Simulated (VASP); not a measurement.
A run of VASP 6.6.1 is set up as follows.

Contents of INCAR:

```
PREC = Accurate ; ENCUT = 600
EDIFF = 1E-6 ; ISMEAR = -1
SIGMA = 0.15 ; LREAL = False
LASPH = True ; NELM = 120
ALGO = Normal ; ISIF = 2
LWAVE = False ; LCHARG = False
GGA = PE ; NBANDS = 30
GGA_COMPAT = False
```

The input KPOINTS:

```
Automatic mesh
0
Gamma
  4 4 6
```

File POSCAR:

```
IrO2
1.0
    4.5051000000      0.0000000000      0.0000000000
    0.0000000000      4.5051000000      0.0000000000
    0.0000000000      0.0000000000      3.1586000000
Ir O
2 4
Direct
    0.0000000000      0.0000000000      0.0000000000
    0.5000000000      0.5000000000      0.5000000000
    0.3077000000      0.3077000000      0.0000000000
    0.1923000000      0.8077000000      0.5000000000
    0.6923000000      0.6923000000      0.0000000000
    0.8077000000      0.1923000000      0.5000000000
```

Potentials or basis: VASP PAW PBE potentials, release 64 (Ir, O).

The run is started by

```console
$ cat potpaw_PBE.64/Ir/POTCAR potpaw_PBE.64/O/POTCAR > POTCAR
$ mpirun -np 1 vasp_std > vasp.out
```

What does it give for the band gap on the k mesh?

Zero (band 21 reaches 6.71 eV, above the bottom of band 22 at 5.38 eV).

Predict the largest force.

0.088 eV/Å.

Estimate the pressure.

7.7 GPa.

Stress tensor (GPa, compression positive):
```
6.95 0.00 0.00
0.00 6.95 0.00
0.00 0.00 9.09
```

Caveat: spin-orbit coupling is left out, which moves the levels of the heavy elements.
